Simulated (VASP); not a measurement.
# MnO (Fm-3m) in VASP: single point with PBE

Aim: the single point of MnO with PBE.

All numbers are computed with VASP 6.6.1; they aren't measurements. Logs are shortened: lines on timing, memory, paths and dates and some standing lists are left out, and cuts for length are marked.

### Step 1. The cell of the first run

Symmetry: Fm-3m, No. 225, cubic system. Conventional cell: a = 4.480 Å, b = 4.480 Å, c = 4.480 Å, α = 90.00°, β = 90.00°, γ = 90.00°. Within 3.0 Å of Mn (site symmetry m-3m) lie 6 O at 2.24 Å. Within 3.0 Å of O (site symmetry m-3m) lie 6 Mn at 2.24 Å.

### Step 2. Single point, PBE, collinear spin, ferromagnetic start

INCAR reads:

```
PREC = Accurate ; ENCUT = 520
EDIFF = 1E-6 ; ISMEAR = -1
SIGMA = 0.05 ; LREAL = False
LASPH = True ; NELM = 150
ALGO = Normal ; ISIF = 2
LWAVE = False ; LCHARG = False
ISPIN = 2 ; MAGMOM = 4.5 0
LORBIT = 11 ; LMAXMIX = 4
GGA = PE ; NBANDS = 20
```

KPOINTS reads:

```
regular mesh
0
Gamma
  7 7 7
```

POSCAR reads:

```
MnO
1.0
    0.0000000000      2.2400000000      2.2400000000
    2.2400000000      0.0000000000      2.2400000000
    2.2400000000      2.2400000000      0.0000000000
Mn O
1 1
Direct
    0.0000000000      0.0000000000      0.0000000000
    0.5000000000      0.5000000000      0.5000000000
```

Potentials or basis: VASP PAW PBE potentials, release 64 (Mn_pv, O).

Command:

```
> cat potpaw_PBE.64/Mn_pv/POTCAR potpaw_PBE.64/O/POTCAR > POTCAR
> mpirun -np 1 vasp_std > vasp.out
```

OUTCAR:

```text
PREC = Accurate
   ENCUT = 520
   EDIFF = 1E-6
   ISMEAR = -1
   LREAL = False
   LASPH = True
   NELM = 150
   ISIF = 2
   ISPIN = 2
   LORBIT = 11
   GGA = PE

 ion  position               nearest neighbor table
   1  0.000  0.000  0.000-   2 2.24   2 2.24   2 2.24   2 2.24   2 2.24   2 2.24
   2  0.500  0.500  0.500-   1 2.24   1 2.24   1 2.24   1 2.24   1 2.24   1 2.24

  LATTYP: Found a face centered cubic cell.
 ALAT       =     4.4800000000

  Lattice vectors:

 A1 = (   0.0000000000,   2.2400000000,   2.2400000000)
 A2 = (   2.2400000000,   0.0000000000,   2.2400000000)
 A3 = (   2.2400000000,   2.2400000000,   0.0000000000)

Analysis of symmetry for initial positions (statically):
=====================================================================
 Subroutine PRICEL returns:
 Original cell was already a primitive cell.

 Routine SETGRP: Setting up the symmetry group for a
 face centered cubic supercell.

 Subroutine GETGRP returns: Found 48 space group operations
 (whereof 48 operations were pure point group operations)
 out of a pool of 48 trial point group operations.

The static configuration has the point symmetry O_h .

Analysis of symmetry for dynamics (positions and initial velocities):
=====================================================================
 Subroutine PRICEL returns:
 Original cell was already a primitive cell.

 Routine SETGRP: Setting up the symmetry group for a
 face centered cubic supercell.

 Subroutine GETGRP returns: Found 48 space group operations
 (whereof 48 operations were pure point group operations)
 out of a pool of 48 trial point group operations.

The dynamic configuration has the point symmetry O_h .

Analysis of structural, dynamic, and magnetic symmetry:
=====================================================================
 Subroutine PRICEL returns:
 Original cell was already a primitive cell.

 Routine SETGRP: Setting up the symmetry group for a
 face centered cubic supercell.

 Subroutine GETGRP returns: Found 48 space group operations
 (whereof 48 operations were pure point group operations)
 out of a pool of 48 trial point group operations.

The overall configuration has the point symmetry O_h .

 Subroutine INISYM returns: Found 48 space group operations
 (whereof 48 operations are pure point group operations),
 and found     1 'primitive' translations
[... 106 lines left out ...]
   EFERMI_NEDOS =   21; number of points for ismear=-14 and -15
   IALGO  =     38    algorithm
   IMIX   =      4    mixing-type and parameters
     AMIX     =   0.40;   BMIX     =  1.00
     AMIX_MAG =   1.60;   BMIX_MAG =  1.00
  volume/ion in A,a.u.               =      11.24        75.85
  Fermi-wavevector in a.u.,A,eV,Ry     =   1.547871  2.925051 32.598249  2.395904
  Thomas-Fermi vector in A             =   2.652902
   LORBIT       =     11    0 simple, 1 ext, 2 COOP (PROOUT), +10 PAW based schemes
   GGA     = PE    functional components
   LHFCALC =     F    Hartree Fock is set to
   AEXX    =    0.0000 exact exchange contribution
   IVDW    =     0    specifies the selected vdW correction
   LEPSILON=     F    determine dielectric tensor
   LRPA    =     F    only Hartree local field effects (RPA)
 spin polarized calculation
  energy-cutoff  :      520.00
  volume of cell :       22.48
 maximum number of plane-waves:       620
   NGX = 11   NGY = 11   NGZ = 11

 number of electron      18.9999989 magnetization       4.7773790

 Free energy of the ion-electron system (eV)
  ---------------------------------------------------
  ext. energy  EPLUGINS =         0.00000000
  ---------------------------------------------------
  free energy    TOTEN  =       -16.40316831 eV

  energy without entropy =      -16.39309468  energy(sigma->0) =      -16.39813149

 E-fermi :   7.2580     XC(G=0): -11.7363

 val. band max:        7.2559185810   @ k =  -0.4286   0.1429   0.0000
 cond. band min:       7.2647099911   @ k =  -0.2857   0.1429   0.0000
 fundamental gap:      0.0087914101
 Fermi energy:         7.2579935108

 spin component 1

 k-point     1 :       0.0000    0.0000    0.0000
  band No.  band energies     occupation
      1     -43.1241      1.00000
      2     -43.1241      1.00000
      3     -43.1241      1.00000
      4     -12.8243      1.00000
      5       3.6084      1.00000
      6       3.6084      1.00000
[... 436 lines left out ...]
      6       0.8747      1.00000
[... 12 lines left out ...]
     19      32.8870      0.00000
     20      33.5170      0.00000
 Fermi energy:         7.2579935108

 spin component 2

 k-point     1 :       0.0000    0.0000    0.0000
  band No.  band energies     occupation
      1     -38.4489      1.00000
      2     -38.4489      1.00000
      3     -38.4489      1.00000
      4     -12.3986      1.00000
      5       3.9797      1.00000
      6       3.9797      1.00000
[... 449 lines left out ...]
     19      34.0657      0.00000
     20      34.1812      0.00000

------------------------ aborting loop because EDIFF is reached ----------------------------------------

  FORCE on cell =-STRESS in cart. coord.  units (eV):
  Direction    XX          YY          ZZ          XY          YZ          ZX
  --------------------------------------------------------------------------------------
  -------------------------------------------------------------------------------------
  Total       -0.4632909     -0.4632909     -0.4632909      0.0000000      0.0000000     -0.0000000
  in kB      -33.0210038    -33.0210038    -33.0210038      0.0000000      0.0000000     -0.0000000
  external PRESSURE =     -33.0210038 kB  Pullay stress =       0.0000000 kB

 VOLUME and BASIS-vectors are now :
 -----------------------------------------------------------------------------
  energy-cutoff  :      520.00
  volume of cell :       22.48
      direct lattice vectors                 reciprocal lattice vectors
     0.000000000  2.240000000  2.240000000    -0.223214286  0.223214286  0.223214286
     2.240000000  0.000000000  2.240000000     0.223214286 -0.223214286  0.223214286
     2.240000000  2.240000000  0.000000000     0.223214286  0.223214286 -0.223214286

 POSITION                                       TOTAL-FORCE (eV/Angst)
 -----------------------------------------------------------------------------------
      0.00000      0.00000      0.00000        -0.000000     -0.000000     -0.000000
      2.24000      2.24000      2.24000         0.000000      0.000000      0.000000
 -----------------------------------------------------------------------------------
    total drift:                                0.000000     -0.000000     -0.000000

  FREE ENERGIE OF THE ION-ELECTRON SYSTEM (eV)
  ---------------------------------------------------
  free  energy   TOTEN  =       -16.4031683124 eV

  energy  without entropy=      -16.3930946759  energy(sigma->0) =      -16.39813149

 total charge

# of ion       s       p       d       tot
------------------------------------------
    1        0.199   6.168   4.964  11.332
    2        1.561   3.404   0.000   4.965
--------------------------------------------------
tot          1.760   9.572   4.964  16.296

 magnetization (x)

# of ion       s       p       d       tot
------------------------------------------
    1        0.034   0.025   4.282   4.342
    2        0.029   0.166   0.000   0.195
--------------------------------------------------
tot          0.064   0.191   4.282   4.537
```

OSZICAR:

```text
N       E                     dE             d eps       ncg     rms          rms(c)
DAV:   1     0.169715103021E+03    0.16972E+03   -0.10452E+04  1600   0.111E+03
DAV:   2    -0.101953718376E+02   -0.17991E+03   -0.16787E+03  1636   0.325E+02
DAV:   3    -0.187445642113E+02   -0.85492E+01   -0.84506E+01  1808   0.766E+01
DAV:   4    -0.188071544293E+02   -0.62590E-01   -0.62578E-01  1844   0.681E+00
DAV:   5    -0.188077118135E+02   -0.55738E-03   -0.55738E-03  1780   0.639E-01    0.135E+01
DAV:   6    -0.166679634240E+02    0.21397E+01   -0.94966E+00  2184   0.329E+01    0.122E+01
DAV:   7    -0.164167399845E+02    0.25122E+00   -0.12424E+00  1868   0.151E+01    0.736E+00
DAV:   8    -0.164131800813E+02    0.35599E-02   -0.12309E-01  1772   0.254E+00    0.448E+00
DAV:   9    -0.164003306970E+02    0.12849E-01   -0.32285E-02  1732   0.198E+00    0.116E+00
DAV:  10    -0.164031806841E+02   -0.28500E-02   -0.61224E-03  1684   0.897E-01    0.214E-01
DAV:  11    -0.164031238680E+02    0.56816E-04   -0.86579E-04  1808   0.243E-01    0.804E-02
DAV:  12    -0.164031513449E+02   -0.27477E-04   -0.42060E-05  1764   0.684E-02    0.314E-02
DAV:  13    -0.164031605537E+02   -0.92088E-05   -0.78437E-06  1780   0.256E-02    0.319E-02
DAV:  14    -0.164031682463E+02   -0.76926E-05   -0.64706E-06  1728   0.204E-02    0.782E-03
DAV:  15    -0.164031683124E+02   -0.66139E-07   -0.30631E-07  1008   0.511E-03
   1 F= -.16403168E+02 E0= -.16398131E+02  d E =-.100736E-01  mag=     4.7775
```

stdout:

```text
POSCAR found type information on POSCAR MnO
 POSCAR found :  2 types and       2 ions
 scaLAPACK will be used
 LDA part: xc-table for (Slater+PW92), standard interpolation
 POSCAR, INCAR and KPOINTS ok, starting setup
 FFT: planning ... GRIDC
 FFT: planning ... GRID_SOFT
 FFT: planning ... GRID
 WAVECAR not read
 entering main loop
```

It took 7.2 s on 1 thread of Intel Xeon 6975P-C (Granite Rapids), shared host; peak memory 0.15 GiB.

What came out:

```
Free energy                                           : -16.4032 eV
Pressure                                              : -3.3 GPa
Net moment                                            : 4.78 μB per cell
Site moments                                          : Mn +4.34; O +0.20 μB
Valence electrons inside the program's atomic spheres : Mn 11.33; O 4.96
```

Levels at points of the mesh, in eV from the Fermi level:
Spin up:
| k point | band 10 | band 11 | band 12 | band 13 | band 14 | band 15 |
| --- | --- | --- | --- | --- | --- | --- |
| (0.00, 0.00, 0.00) | -3.19 | -2.68 | -2.68 | -0.61 | 13.92 | 16.15 |
Spin down:
| k point | band 5 | band 6 | band 7 | band 8 | band 9 | band 10 |
| --- | --- | --- | --- | --- | --- | --- |
| (0.00, 0.00, 0.00) | -3.28 | -3.28 | -3.28 | 0.70 | 0.78 | 0.78 |

Caveat: a cell with one magnetic atom can't hold antiferromagnetic order, which such compounds often take; semilocal functionals often make such compounds metallic where correlation or magnetic order opens a gap, which also shifts bond lengths. With open d or f shells a metallic result of PBE can be an artefact of self-interaction; +U or a hybrid may open a gap.
